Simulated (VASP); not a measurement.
# MgO (P-6m2) in VASP: single point with LDA

Aim: the single point of MgO with LDA.

All numbers are computed with VASP 6.6.1; they aren't measurements. Logs are shortened: lines on timing, memory, paths and dates and some standing lists are left out, and cuts for length are marked.

**1. The cell of the first run**

The structure is hexagonal, space group P-6m2 (No. 187). Conventional cell: a = 2.938 Å, b = 2.938 Å, c = 2.680 Å, α = 90.00°, β = 90.00°, γ = 120.00°. Within 3.0 Å of Mg (site symmetry -6m2) lie 6 O at 2.16 Å and 8 Mg at 2.68 to 2.94 Å. Within 3.0 Å of O (site symmetry -6m2) lie 6 Mg at 2.16 Å and 8 O at 2.68 to 2.94 Å.

**2. Single point, LDA**

Contents of INCAR:

```
SYSTEM = MgO
PREC = Accurate
ENCUT = 600
EDIFF = 1E-6
ISMEAR = -1
SIGMA = 0.1
LREAL = .FALSE.
LASPH = .TRUE.
NELM = 120
ALGO = Normal
ISIF = 2
LWAVE = .FALSE.
LCHARG = .FALSE.
NBANDS = 16
GGA_COMPAT = .FALSE.
```

Contents of KPOINTS:

```
regular mesh
0
G
  6 6 4
  0 0 0
```

Contents of POSCAR:

```
MgO
1.0
    2.9380210000      0.0000000000      0.0000000000
   -1.4690100000      2.5444010000      0.0000000000
    0.0000000000      0.0000000000      5.3593600000
Mg O
2 2
Direct
    0.0000000000      0.0000000000      0.0000000000
    0.0000000000      0.0000000000      0.5000000000
    0.3333333333      0.6666666667      0.2500000000
    0.3333333333      0.6666666667      0.7500000000
```

Potentials or basis: VASP PAW LDA potentials, release 64 (Mg, O).

Command:

```console
$ cat potpaw_LDA.64/Mg/POTCAR potpaw_LDA.64/O/POTCAR > POTCAR
$ mpirun -np 1 vasp_std > vasp.out
```

OUTCAR:

```text
SYSTEM = MgO
   PREC = Accurate
   ENCUT = 600
   EDIFF = 1E-6
   ISMEAR = -1
   LREAL = .FALSE.
   LASPH = .TRUE.
   NELM = 120
   ISIF = 2

 ion  position               nearest neighbor table
   1  0.000  0.000  0.000-   3 2.16   4 2.16   3 2.16   4 2.16   3 2.16   4 2.16   2 2.68   2 2.68

   2  0.000  0.000  0.500-   3 2.16   4 2.16   3 2.16   4 2.16   3 2.16   4 2.16   1 2.68   1 2.68

   3  0.333  0.667  0.250-   1 2.16   2 2.16   1 2.16   2 2.16   1 2.16   2 2.16
   4  0.333  0.667  0.750-   1 2.16   2 2.16   1 2.16   2 2.16   1 2.16   2 2.16

  LATTYP: Found a hexagonal cell.
 ALAT       =     2.9380210000
 C/A-ratio  =     1.8241394462

  Lattice vectors:

 A1 = (   2.9380210000,   0.0000000000,   0.0000000000)
 A2 = (  -1.4690100000,   2.5444010000,   0.0000000000)
 A3 = (   0.0000000000,   0.0000000000,   5.3593600000)

Analysis of symmetry for initial positions (statically):
=====================================================================
 Subroutine PRICEL returns following result:

  LATTYP: Found a hexagonal cell.
 ALAT       =     2.9380210000
 C/A-ratio  =     0.9120697231

  Lattice vectors:

 A1 = (   2.9380210000,   0.0000000000,   0.0000000000)
 A2 = (  -1.4690100000,   2.5444010000,   0.0000000000)
 A3 = (   0.0000000000,   0.0000000000,   2.6796800000)

   2 primitive cells build up your supercell.

 Routine SETGRP: Setting up the symmetry group for a
 hexagonal supercell.

 Subroutine GETGRP returns: Found 12 space group operations
 (whereof 12 operations were pure point group operations)
 out of a pool of 24 trial point group operations.

The static configuration has the point symmetry D_3h.

Analysis of symmetry for dynamics (positions and initial velocities):
=====================================================================
 Subroutine PRICEL returns following result:

  LATTYP: Found a hexagonal cell.
 ALAT       =     2.9380210000
 C/A-ratio  =     0.9120697231

  Lattice vectors:

 A1 = (   2.9380210000,   0.0000000000,   0.0000000000)
 A2 = (  -1.4690100000,   2.5444010000,   0.0000000000)
 A3 = (   0.0000000000,   0.0000000000,   2.6796800000)

   2 primitive cells build up your supercell.

 Routine SETGRP: Setting up the symmetry group for a
 hexagonal supercell.

 Subroutine GETGRP returns: Found 12 space group operations
 (whereof 12 operations were pure point group operations)
 out of a pool of 24 trial point group operations.

The dynamic configuration has the point symmetry D_3h.

 Subroutine INISYM returns: Found 12 space group operations
 (whereof 12 operations are pure point group operations),
 and found     2 'primitive' translations

----------------------------------------------------------------------------------------

                                     Primitive cell

  volume of cell :      20.0320

  direct lattice vectors                    reciprocal lattice vectors
     2.938021000  0.000000000  0.000000000     0.340365164  0.196509839  0.000000000
    -1.469010000  2.544401000  0.000000000     0.000000000  0.393019811  0.000000000
     0.000000000  0.000000000  2.679680000     0.000000000  0.000000000  0.373178887

  length of vectors
     2.938021000  2.938020903  2.679680000     0.393019798  0.393019811  0.373178887

  position of ions in fractional coordinates (direct lattice)
     0.000000000  0.000000000  0.000000000
     0.333333333  0.666666667  0.500000000

  ion indices of the primitive-cell ions
   primitive index   ion index
                 1           1
                 2           3

----------------------------------------------------------------------------------------

 KPOINTS: regular mesh

Automatic generation of k-mesh.
 Grid dimensions read from file:
 generate k-points for:    6    6    4

 Generating k-lattice:

  Cartesian coordinates                     Fractional coordinates (reciprocal lattice)
     0.056727527  0.032751640  0.000000000     0.166666667  0.000000000  0.000000000
     0.000000000  0.065503302  0.000000000     0.000000000  0.166666667  0.000000000
     0.000000000  0.000000000  0.046647361     0.000000000  0.000000000  0.250000000

  Length of vectors
     0.065503300  0.065503302  0.046647361

  Shift w.r.t. Gamma in fractional coordinates (k-lattice)
     0.000000000  0.000000000  0.000000000

 Subroutine IBZKPT returns following result:
 ===========================================

 Found     21 irreducible k-points:

 Following reciprocal coordinates:
            Coordinates               Weight
  0.000000  0.000000  0.000000      1.000000
  0.166667  0.000000  0.000000      6.000000
  0.333333  0.000000  0.000000      6.000000
  0.500000  0.000000  0.000000      3.000000
  0.166667  0.166667  0.000000      6.000000
  0.333333  0.166667  0.000000     12.000000
[... 13 lines left out ...]
  0.333333  0.166667  0.500000     12.000000
  0.333333  0.333333  0.500000      2.000000
   k-points           NKPTS =     21   k-points in BZ     NKDIM =     21   number of bands    NBANDS=     16
   number of dos      NEDOS =    301   number of ions     NIONS =      4
   total plane-waves  NPLWV =  27648
   dimension x,y,z NGX =    24 NGY =   24 NGZ =   48
   dimension x,y,z NGXF=    48 NGYF=   48 NGZF=   96
   ions per type =               2   2
   NGX,Y,Z   is equivalent  to a cutoff of  13.58, 13.58, 14.89 a.u.
   NGXF,Y,Z  is equivalent  to a cutoff of  27.16, 27.16, 29.78 a.u.
 SYSTEM =  MgO
   PREC   = accura    normal or accurate (medium, high low for compatibility)
   ISTART =      0    job   : 0-new  1-cont  2-samecut
   ICHARG =      2    charge: 1-file 2-atom 10-const
   ISPIN  =      1    spin polarized calculation?
   LNONCOLLINEAR =      F non collinear calculations
   LSORBIT =      F    spin-orbit coupling
   LASPH  =      T    aspherical Exc in radial PAW
   ENCUT  =  600.0 eV  44.10 Ry    6.64 a.u.   5.87  5.87 10.70*2*pi/ulx,y,z
   NELM   =    120;   NELMIN=  2; NELMDL= -5     # of ELM steps
   EDIFF  = 0.1E-05   stopping-criterion for ELM
   LREAL  =      F    real-space projection
   EDIFFG = 0.1E-04   stopping-criterion for IOM
   NSW    =      0    number of steps for IOM
   IBRION =     -1    ionic relax: 0-MD 1-quasi-New 2-CG
   NFREE  =      0    steps in history (QN), initial steepest desc. (CG)
   ISIF   =      2    stress and relaxation
   ISYM   =      2    0-nonsym 1-usesym 2-fastsym
   POTIM  = 0.5000    time-step for ionic-motion
   TEBEG  =    0.0;   TEEND  =   0.0 temperature during run
   PSTRESS=    0.0 pullay stress
   NELECT =      16.0000    total number of electrons
   NUPDOWN=      -1.0000    fix difference up-down
   EMIN   =  10.00;   EMAX   =-10.00  energy-range for DOS
   EFERMI =   0.00;   METHOD = LEGACY
   ISMEAR =    -1;   SIGMA  =   0.10  broadening in eV -4-tet -1-fermi 0-gaus
   EFERMI_NEDOS =   21; number of points for ismear=-14 and -15
   IALGO  =     38    algorithm
   IMIX   =      4    mixing-type and parameters
     AMIX     =   0.40;   BMIX     =  1.00
     AMIX_MAG =   1.60;   BMIX_MAG =  1.00
  volume/ion in A,a.u.               =      10.02        67.59
  Fermi-wavevector in a.u.,A,eV,Ry     =   1.205583  2.278221 19.775113  1.453430
  Thomas-Fermi vector in A             =   2.341275
   LORBIT       =      0    0 simple, 1 ext, 2 COOP (PROOUT), +10 PAW based schemes
   GGA     = CA    functional components
   LHFCALC =     F    Hartree Fock is set to
   AEXX    =    0.0000 exact exchange contribution
   IVDW    =     0    specifies the selected vdW correction
   LEPSILON=     F    determine dielectric tensor
   LRPA    =     F    only Hartree local field effects (RPA)
 non-spin polarized calculation
  energy-cutoff  :      600.00
  volume of cell :       40.06
 maximum number of plane-waves:      1366
 NGX is ok and might be reduce to    24
   NGX = 11   NGY = 11   NGZ = 21

 number of electron      15.9999992 magnetization

 Free energy of the ion-electron system (eV)
  ---------------------------------------------------
  ext. energy  EPLUGINS =         0.00000000
  ---------------------------------------------------
  free energy    TOTEN  =       -25.35594674 eV

  energy without entropy =      -25.35594667  energy(sigma->0) =      -25.35594670

 E-fermi :   4.5993     XC(G=0): -11.2313

 val. band max:        2.9870487440   @ k =   0.3333   0.3333   0.0000
 cond. band min:       5.9325302725   @ k =   0.0000   0.0000   0.0000
 fundamental gap:      2.9454815284
 Fermi energy:         4.5992907544

 k-point     1 :       0.0000    0.0000    0.0000
  band No.  band energies     occupation
      1     -14.1749      2.00000
      2     -13.0511      2.00000
      3      -2.4376      2.00000
      4       2.3825      2.00000
      5       2.3825      2.00000
      6       2.5789      2.00000
[... 8 lines left out ...]
     15      20.2874      0.00000
     16      20.2875      0.00000

 k-point     2 :       0.1667    0.0000    0.0000
  band No.  band energies     occupation
      1     -13.9320      2.00000
      2     -12.8791      2.00000
      3      -2.0809      2.00000
      4       0.8762      2.00000
      5       1.9103      2.00000
      6       2.1872      2.00000
[... 8 lines left out ...]
     15      18.9350      0.00000
     16      19.0578      0.00000

 k-point     3 :       0.3333    0.0000    0.0000
  band No.  band energies     occupation
      1     -13.3920      2.00000
      2     -12.5035      2.00000
      3      -1.2603      2.00000
      4      -1.1203      2.00000
      5       0.3031      2.00000
      6       1.8267      2.00000
[... 8 lines left out ...]
     15      17.3850      0.00000
     16      18.2909      0.00000
[... 305 lines left out ...]
 k-point    20 :       0.3333    0.1667    0.5000
  band No.  band energies     occupation
      1     -12.7247      2.00000
      2     -12.7247      2.00000
      3      -0.8636      2.00000
      4      -0.8636      2.00000
      5       0.8674      2.00000
      6       0.8674      2.00000
[... 8 lines left out ...]
     15      17.7695      0.00000
     16      17.7695      0.00000

 k-point    21 :       0.3333    0.3333    0.5000
  band No.  band energies     occupation
      1     -12.5940      2.00000
      2     -12.5940      2.00000
      3      -0.1984      2.00000
      4      -0.1984      2.00000
      5      -0.1904      2.00000
      6      -0.1904      2.00000
[... 8 lines left out ...]
     15      17.4896      0.00000
     16      17.4896      0.00000

------------------------ aborting loop because EDIFF is reached ----------------------------------------

  FORCE on cell =-STRESS in cart. coord.  units (eV):
  Direction    XX          YY          ZZ          XY          YZ          ZX
  --------------------------------------------------------------------------------------
  -------------------------------------------------------------------------------------
  Total       -2.6675587     -2.6675591     -3.0717760     -0.0000005      0.0000000      0.0000000
  in kB     -106.6770960   -106.6771108   -122.8419632     -0.0000210      0.0000000      0.0000000
  external PRESSURE =    -112.0653900 kB  Pullay stress =       0.0000000 kB

 VOLUME and BASIS-vectors are now :
 -----------------------------------------------------------------------------
  energy-cutoff  :      600.00
  volume of cell :       40.06
      direct lattice vectors                 reciprocal lattice vectors
     2.938021000  0.000000000  0.000000000     0.340365164  0.196509839  0.000000000
    -1.469010000  2.544401000  0.000000000     0.000000000  0.393019811  0.000000000
     0.000000000  0.000000000  5.359360000     0.000000000  0.000000000  0.186589444

 POSITION                                       TOTAL-FORCE (eV/Angst)
 -----------------------------------------------------------------------------------
      0.00000      0.00000      0.00000         0.000000      0.000000      0.000000
      0.00000      0.00000      2.67968         0.000000      0.000000      0.000000
      0.00000      1.69627      1.33984        -0.000000     -0.000000      0.000000
      0.00000      1.69627      4.01952        -0.000000     -0.000000      0.000000
 -----------------------------------------------------------------------------------
    total drift:                                0.000018     -0.000006     -0.000000

  FREE ENERGIE OF THE ION-ELECTRON SYSTEM (eV)
  ---------------------------------------------------
  free  energy   TOTEN  =       -25.3559467378 eV

  energy  without entropy=      -25.3559466651  energy(sigma->0) =      -25.35594670
```

It took 6.3 s on 1 thread of Intel Xeon 6975P-C (Granite Rapids), shared host; peak memory 0.14 GiB.

Results:

* Free energy: -25.3559 eV
* Pressure: -11.2 GPa
* Band gap on the k mesh: 2.95 eV

Caveat: the cell stands under tension. A k mesh can miss the band edges.
